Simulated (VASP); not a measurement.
# BN (F-43m) in VASP: further runs

Runs on BN. Level: PBE. Tasks: single point.

Everything below comes from runs of VASP 6.6.1. Logs are shortened: lines on timing, memory, paths and dates and some standing lists are left out, and cuts for length are marked.

## Step 1: The cell of the first run

The structure is cubic, space group F-43m (No. 216). The conventional cell has a = 3.754 Å, b = 3.754 Å, c = 3.754 Å, α = 90.00°, β = 90.00°, γ = 90.00°. Within 2.2 Å of B (site symmetry -43m) lie 4 N at 1.63 Å. Within 2.2 Å of N (site symmetry -43m) lie 4 B at 1.63 Å.

## Step 2: Single point, PBE (strain +4.0%)

The input, INCAR:

```
PREC = Accurate ; ENCUT = 520
EDIFF = 1E-6 ; ISMEAR = 0
SIGMA = 0.01 ; LREAL = F
LASPH = T ; NELM = 80
ALGO = Normal ; ISIF = 2
LWAVE = F ; LCHARG = F
GGA = PE ; NBANDS = 11
```

The input, KPOINTS:

```
regular mesh
0
Gamma
  6 6 6
```

The input, POSCAR:

```
BN
1.0
    0.0000000000      1.8770184836      1.8770184836
    1.8770184836      0.0000000000      1.8770184836
    1.8770184836      1.8770184836      0.0000000000
B N
1 1
Direct
    0.0000000000      0.0000000000      0.0000000000
    0.2500000000      0.2500000000      0.2500000000
```

Potentials or basis: VASP PAW PBE potentials, release 64 (B, N).

On the command line:

```bash
> cat potpaw_PBE.64/B/POTCAR potpaw_PBE.64/N/POTCAR > POTCAR
> mpirun -np 1 vasp_std > vasp.out
```

OUTCAR:

```text
PREC = Accurate
   ENCUT = 520
   EDIFF = 1E-6
   ISMEAR = 0
   LREAL = F
   LASPH = T
   NELM = 80
   ISIF = 2
   GGA = PE

 ion  position               nearest neighbor table
   1  0.000  0.000  0.000-   2 1.63   2 1.63   2 1.63   2 1.63
   2  0.250  0.250  0.250-   1 1.63   1 1.63   1 1.63   1 1.63

  LATTYP: Found a face centered cubic cell.
 ALAT       =     3.7540369672

  Lattice vectors:

 A1 = (   0.0000000000,   1.8770184836,   1.8770184836)
 A2 = (   1.8770184836,   0.0000000000,   1.8770184836)
 A3 = (   1.8770184836,   1.8770184836,   0.0000000000)

Analysis of symmetry for initial positions (statically):
=====================================================================
 Subroutine PRICEL returns:
 Original cell was already a primitive cell.

 Routine SETGRP: Setting up the symmetry group for a
 face centered cubic supercell.

 Subroutine GETGRP returns: Found 24 space group operations
 (whereof 24 operations were pure point group operations)
 out of a pool of 48 trial point group operations.

The static configuration has the point symmetry T_d .

Analysis of symmetry for dynamics (positions and initial velocities):
=====================================================================
 Subroutine PRICEL returns:
 Original cell was already a primitive cell.

 Routine SETGRP: Setting up the symmetry group for a
 face centered cubic supercell.

 Subroutine GETGRP returns: Found 24 space group operations
 (whereof 24 operations were pure point group operations)
 out of a pool of 48 trial point group operations.

The dynamic configuration has the point symmetry T_d .

 Subroutine INISYM returns: Found 24 space group operations
 (whereof 24 operations are pure point group operations),
 and found     1 'primitive' translations

----------------------------------------------------------------------------------------

                                     Primitive cell

  volume of cell :      13.2262

  direct lattice vectors                    reciprocal lattice vectors
     0.000000000  1.877018484  1.877018484    -0.266379902  0.266379902  0.266379902
     1.877018484  0.000000000  1.877018484     0.266379902 -0.266379902  0.266379902
     1.877018484  1.877018484  0.000000000     0.266379902  0.266379902 -0.266379902

  length of vectors
     2.654504996  2.654504996  2.654504996     0.461383525  0.461383525  0.461383525

  position of ions in fractional coordinates (direct lattice)
     0.000000000  0.000000000  0.000000000
     0.250000000  0.250000000  0.250000000

  ion indices of the primitive-cell ions
   primitive index   ion index
                 1           1
                 2           2

----------------------------------------------------------------------------------------

 KPOINTS: regular mesh

Automatic generation of k-mesh.
 Grid dimensions read from file:
 generate k-points for:    6    6    6

 Generating k-lattice:

  Cartesian coordinates                     Fractional coordinates (reciprocal lattice)
    -0.044396650  0.044396650  0.044396650     0.166666667  0.000000000  0.000000000
     0.044396650 -0.044396650  0.044396650     0.000000000  0.166666667  0.000000000
     0.044396650  0.044396650 -0.044396650     0.000000000  0.000000000  0.166666667

  Length of vectors
     0.076897254  0.076897254  0.076897254

  Shift w.r.t. Gamma in fractional coordinates (k-lattice)
     0.000000000  0.000000000  0.000000000

 Subroutine IBZKPT returns following result:
 ===========================================

 Found     16 irreducible k-points:

 Following reciprocal coordinates:
            Coordinates               Weight
  0.000000  0.000000  0.000000      1.000000
  0.166667  0.000000  0.000000      8.000000
  0.333333  0.000000  0.000000      8.000000
  0.500000  0.000000  0.000000      4.000000
  0.166667  0.166667  0.000000      6.000000
  0.333333  0.166667  0.000000     24.000000
[... 8 lines left out ...]
 -0.333333  0.333333  0.166667     24.000000
 -0.333333  0.500000  0.166667     12.000000
   k-points           NKPTS =     16   k-points in BZ     NKDIM =     16   number of bands    NBANDS=     11
   number of dos      NEDOS =    301   number of ions     NIONS =      2
   total plane-waves  NPLWV =   8000
   dimension x,y,z NGX =    20 NGY =   20 NGZ =   20
   dimension x,y,z NGXF=    40 NGYF=   40 NGZF=   40
   ions per type =               1   1
   NGX,Y,Z   is equivalent  to a cutoff of  12.53, 12.53, 12.53 a.u.
   NGXF,Y,Z  is equivalent  to a cutoff of  25.05, 25.05, 25.05 a.u.
 SYSTEM =  unknown system
   PREC   = accura    normal or accurate (medium, high low for compatibility)
   ISTART =      0    job   : 0-new  1-cont  2-samecut
   ICHARG =      2    charge: 1-file 2-atom 10-const
   ISPIN  =      1    spin polarized calculation?
   LNONCOLLINEAR =      F non collinear calculations
   LSORBIT =      F    spin-orbit coupling
   LASPH  =      T    aspherical Exc in radial PAW
   ENCUT  =  520.0 eV  38.22 Ry    6.18 a.u.   4.94  4.94  4.94*2*pi/ulx,y,z
   NELM   =     80;   NELMIN=  2; NELMDL= -5     # of ELM steps
   EDIFF  = 0.1E-05   stopping-criterion for ELM
   LREAL  =      F    real-space projection
   EDIFFG = 0.1E-04   stopping-criterion for IOM
   NSW    =      0    number of steps for IOM
   IBRION =     -1    ionic relax: 0-MD 1-quasi-New 2-CG
   NFREE  =      0    steps in history (QN), initial steepest desc. (CG)
   ISIF   =      2    stress and relaxation
   ISYM   =      2    0-nonsym 1-usesym 2-fastsym
   POTIM  = 0.5000    time-step for ionic-motion
   TEBEG  =    0.0;   TEEND  =   0.0 temperature during run
   PSTRESS=    0.0 pullay stress
   NELECT =       8.0000    total number of electrons
   NUPDOWN=      -1.0000    fix difference up-down
   EMIN   =  10.00;   EMAX   =-10.00  energy-range for DOS
   EFERMI =   0.00;   METHOD = LEGACY
   ISMEAR =     0;   SIGMA  =   0.01  broadening in eV -4-tet -1-fermi 0-gaus
   EFERMI_NEDOS =   21; number of points for ismear=-14 and -15
   IALGO  =     38    algorithm
   IMIX   =      4    mixing-type and parameters
     AMIX     =   0.40;   BMIX     =  1.00
     AMIX_MAG =   1.60;   BMIX_MAG =  1.00
  volume/ion in A,a.u.               =       6.61        44.63
  Fermi-wavevector in a.u.,A,eV,Ry     =   1.384500  2.616326 26.080193  1.916840
  Thomas-Fermi vector in A             =   2.508998
   LORBIT       =      0    0 simple, 1 ext, 2 COOP (PROOUT), +10 PAW based schemes
   GGA     = PE    functional components
   LHFCALC =     F    Hartree Fock is set to
   AEXX    =    0.0000 exact exchange contribution
   IVDW    =     0    specifies the selected vdW correction
   LEPSILON=     F    determine dielectric tensor
   LRPA    =     F    only Hartree local field effects (RPA)
 non-spin polarized calculation
 Gauss-broadening in eV      SIGMA  =   0.01
  energy-cutoff  :      520.00
  volume of cell :       13.23
 maximum number of plane-waves:       366
   NGX =  9   NGY =  9   NGZ =  9

 number of electron       8.0000002 magnetization

 Free energy of the ion-electron system (eV)
  ---------------------------------------------------
  ext. energy  EPLUGINS =         0.00000000
  ---------------------------------------------------
  free energy    TOTEN  =       -17.30623054 eV

  energy without entropy =      -17.30623054  energy(sigma->0) =      -17.30623054

 E-fermi :   6.1377     XC(G=0): -12.2706

 val. band max:        6.0740056207   @ k =   0.0000   0.0000   0.0000
 cond. band min:      10.4024969494   @ k =   0.5000   0.5000   0.0000
 fundamental gap:      4.3284913287
 Fermi energy:         6.1376738265

 k-point     1 :       0.0000    0.0000    0.0000
  band No.  band energies     occupation
      1     -12.9276      2.00000
      2       6.0740      2.00000
      3       6.0740      2.00000
      4       6.0740      2.00000
      5      14.3547      0.00000
      6      14.3547      0.00000
      7      14.3547      0.00000
      8      14.6429      0.00000
      9      28.7666      0.00000
     10      32.4989      0.00000
     11      32.4989      0.00000

 k-point     2 :       0.1667    0.0000    0.0000
  band No.  band energies     occupation
      1     -12.3199      2.00000
      2       3.2796      2.00000
      3       5.5243      2.00000
      4       5.5243      2.00000
      5      14.4010      0.00000
      6      15.1633      0.00000
      7      15.1633      0.00000
      8      16.8161      0.00000
      9      28.5481      0.00000
     10      29.0435      0.00000
     11      29.0435      0.00000

 k-point     3 :       0.3333    0.0000    0.0000
  band No.  band energies     occupation
      1     -10.6557      2.00000
      2      -1.1508      2.00000
      3       4.6795      2.00000
      4       4.6795      2.00000
      5      14.6683      0.00000
      6      16.0459      0.00000
      7      16.0459      0.00000
      8      19.2906      0.00000
      9      27.8369      0.00000
     10      29.2639      0.00000
     11      29.2639      0.00000

 k-point     4 :       0.5000    0.0000    0.0000
  band No.  band energies     occupation
      1      -9.2301      2.00000
      2      -3.6255      2.00000
      3       4.3362      2.00000
      4       4.3362      2.00000
      5      14.7890      0.00000
      6      16.1493      0.00000
      7      16.1493      0.00000
      8      20.1699      0.00000
      9      28.0080      0.00000
     10      30.6093      0.00000
     11      31.3350      0.00000

 k-point     5 :       0.1667    0.1667    0.0000
  band No.  band energies     occupation
      1     -12.1188      2.00000
      2       4.0340      2.00000
      3       4.5327      2.00000
      4       4.5327      2.00000
      5      13.2957      0.00000
      6      16.3737      0.00000
      7      16.5386      0.00000
      8      16.5386      0.00000
      9      24.5489      0.00000
     10      30.2397      0.00000
     11      33.6720      0.00000
[... 99 lines left out ...]
 k-point    13 :       0.5000    0.5000    0.0000
  band No.  band energies     occupation
      1      -8.0142      2.00000
      2      -2.1436      2.00000
      3       1.6993      2.00000
      4       1.6993      2.00000
      5      10.4025      0.00000
      6      14.6539      0.00000
      7      22.3162      0.00000
      8      22.3162      0.00000
      9      25.0511      0.00000
     10      30.9811      0.00000
     11      37.7442      0.00000

 k-point    14 :       0.5000    0.3333    0.1667
  band No.  band energies     occupation
      1      -9.3453      2.00000
      2      -0.8151      2.00000
      3       1.1657      2.00000
      4       2.9136      2.00000
      5      14.2973      0.00000
      6      17.2297      0.00000
      7      17.7309      0.00000
      8      20.2555      0.00000
      9      24.4355      0.00000
     10      29.7583      0.00000
     11      32.5523      0.00000

 k-point    15 :      -0.3333    0.3333    0.1667
  band No.  band energies     occupation
      1      -8.2346      2.00000
      2      -2.0626      2.00000
      3       0.5399      2.00000
      4       2.0839      2.00000
      5      15.0955      0.00000
      6      16.7879      0.00000
      7      19.4010      0.00000
      8      20.9755      0.00000
      9      23.1829      0.00000
     10      29.8342      0.00000
     11      32.4312      0.00000

 k-point    16 :      -0.3333    0.5000    0.1667
  band No.  band energies     occupation
      1      -7.8422      2.00000
      2      -1.4976      2.00000
      3       0.5262      2.00000
      4       0.6242      2.00000
      5      13.4267      0.00000
      6      17.1475      0.00000
      7      19.7513      0.00000
      8      21.3621      0.00000
      9      24.0395      0.00000
     10      29.9341      0.00000
     11      34.5365      0.00000

------------------------ aborting loop because EDIFF is reached ----------------------------------------

  FORCE on cell =-STRESS in cart. coord.  units (eV):
  Direction    XX          YY          ZZ          XY          YZ          ZX
  --------------------------------------------------------------------------------------
  -------------------------------------------------------------------------------------
  Total       -2.6540924     -2.6540924     -2.6540924      0.0000000      0.0000000      0.0000000
  in kB     -321.5074076   -321.5074076   -321.5074076      0.0000000      0.0000000      0.0000000
  external PRESSURE =    -321.5074076 kB  Pullay stress =       0.0000000 kB

 VOLUME and BASIS-vectors are now :
 -----------------------------------------------------------------------------
  energy-cutoff  :      520.00
  volume of cell :       13.23
      direct lattice vectors                 reciprocal lattice vectors
     0.000000000  1.877018484  1.877018484    -0.266379902  0.266379902  0.266379902
     1.877018484  0.000000000  1.877018484     0.266379902 -0.266379902  0.266379902
     1.877018484  1.877018484  0.000000000     0.266379902  0.266379902 -0.266379902

 POSITION                                       TOTAL-FORCE (eV/Angst)
 -----------------------------------------------------------------------------------
      0.00000      0.00000      0.00000         0.000000      0.000000      0.000000
      0.93851      0.93851      0.93851        -0.000000     -0.000000     -0.000000
 -----------------------------------------------------------------------------------
    total drift:                               -0.000000     -0.000000     -0.000000

  FREE ENERGIE OF THE ION-ELECTRON SYSTEM (eV)
  ---------------------------------------------------
  free  energy   TOTEN  =       -17.3062305416 eV

  energy  without entropy=      -17.3062305416  energy(sigma->0) =      -17.30623054
```

Run time: 4.5 s. Hardware: 1 thread of Intel Xeon Platinum 8259CL at 2.50GHz (Skylake/Cascade Lake), shared host; peak memory 0.11 GiB.

Results:

| Quantity | Value |
| --- | --- |
| Free energy | -17.3062 eV |
| Pressure | -32.2 GPa |
| Band gap on the k mesh | 4.33 eV, indirect (least direct gap 8.28 eV) |

Caveat: the k points lie up to 0.48 Å⁻¹ apart; the cell differs from its parent crystal (strain +4.0%). A k mesh can miss the band edges.

## Step 3: Single point, PBE (strain -4.0%)

The input, INCAR:

```
SYSTEM = BN
PREC = Accurate
ENCUT = 520
EDIFF = 1E-6
ISMEAR = -1
SIGMA = 0.02
LREAL = .FALSE.
LASPH = .TRUE.
NELM = 80
ALGO = Normal
ISIF = 2
LWAVE = .FALSE.
LCHARG = .FALSE.
GGA = PE
NBANDS = 11
```

The input, KPOINTS:

```
Automatic mesh
0
G
  12 12 12
  0 0 0
```

The input, POSCAR:

```
BN
1.0
    0.0000000000      1.7326324464      1.7326324464
    1.7326324464      0.0000000000      1.7326324464
    1.7326324464      1.7326324464      0.0000000000
B N
1 1
Direct
    0.0000000000      0.0000000000      0.0000000000
    0.2500000000      0.2500000000      0.2500000000
```

Potentials or basis: VASP PAW PBE potentials, release 64 (B, N).

On the command line:

```bash
> cat potpaw_PBE.64/B/POTCAR potpaw_PBE.64/N/POTCAR > POTCAR
> mpirun -np 1 vasp_std > vasp.out
```

It took 11 s on 1 thread of Intel Xeon Platinum 8259CL at 2.50GHz (Skylake/Cascade Lake), shared host; peak memory 0.11 GiB.

It converged, with:

```yaml
Free_energy: -17.1733 eV
Pressure: 64.8 GPa
Band_gap_on_the_k_mesh: 4.58 eV, indirect (least direct gap 9.43 eV)
```

Levels at points of the mesh, in eV from the valence-band top:
```
           k point  band 1  band 2  band 3  band 4  band 5  band 6  band 7  band 8
(0.00, 0.00, 0.00)  -21.75    0.00    0.00    0.00    9.43    9.43    9.43   12.49
(0.50, 0.00, 0.00)  -16.90  -11.92   -2.19   -2.19   11.40   11.40   11.87   16.56
(0.50, 0.50, 0.00)  -15.36   -9.79   -5.57   -5.57    4.58    9.94   19.95   19.95
```

Caveat: the cell differs from its parent crystal (strain -4.0%). A k mesh can miss the band edges.

[end of part 1 of 2]
